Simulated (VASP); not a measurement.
**Cu: single point with LDA**

Cu, a slab with vacuum:

```xyz
6
Lattice="2.5037 0.0000 0.0000 -1.2518 2.1682 0.0000 0.0000 0.0000 24.5756" Properties=species:S:1:pos:R:3 pbc="T T T"
Cu    0.0000    0.0000    9.1855
Cu    1.2518    0.7227    7.1174
Cu    0.0000    1.4455   11.2554
Cu    0.0000    0.0000   15.3901
Cu    1.2518    0.7227   13.3202
Cu    0.0000    1.4455   17.4582
```

```yaml
Program: VASP 6.6.1
Task: single point
Functional: LDA
Potentials_or_basis: VASP PAW LDA potentials, release 64 (Cu)
Cutoff: 520 eV
k_mesh: 12 × 12 × 1
Occupations: methfessel-paxton, width 0.1 eV
Spin: no spin polarisation
```

```yaml
Largest_force: 0.296 eV/Å
Band_gap_on_the_k_mesh: zero (band 33 reaches 5.13 eV, above the bottom of band 34 at -0.16 eV)
```

Forces on the atoms (eV/Å):
```
Cu   0.000  0.000 -0.014
Cu   0.000  0.000  0.296
Cu   0.000  0.000 -0.019
Cu   0.000  0.000  0.014
Cu   0.000  0.000  0.019
Cu   0.000  0.000 -0.296
```

Levels at points of the mesh, in eV from the Fermi level:
```
           k point  band 30  band 31  band 32  band 33  band 34  band 35  band 36  band 37
(0.00, 0.00, 0.00)    -2.02    -2.02    -1.84    -1.84    -1.78    -1.78    -1.09    -0.62
(0.50, 0.00, 0.00)    -1.51    -0.62     0.19     0.81     1.18     1.41     1.46     4.23
```

It took 2.6 min on 1 thread of Intel(R) Xeon(R) Platinum 8488C (Sapphire Rapids), with other jobs on the host, peak memory 0.24 GiB.
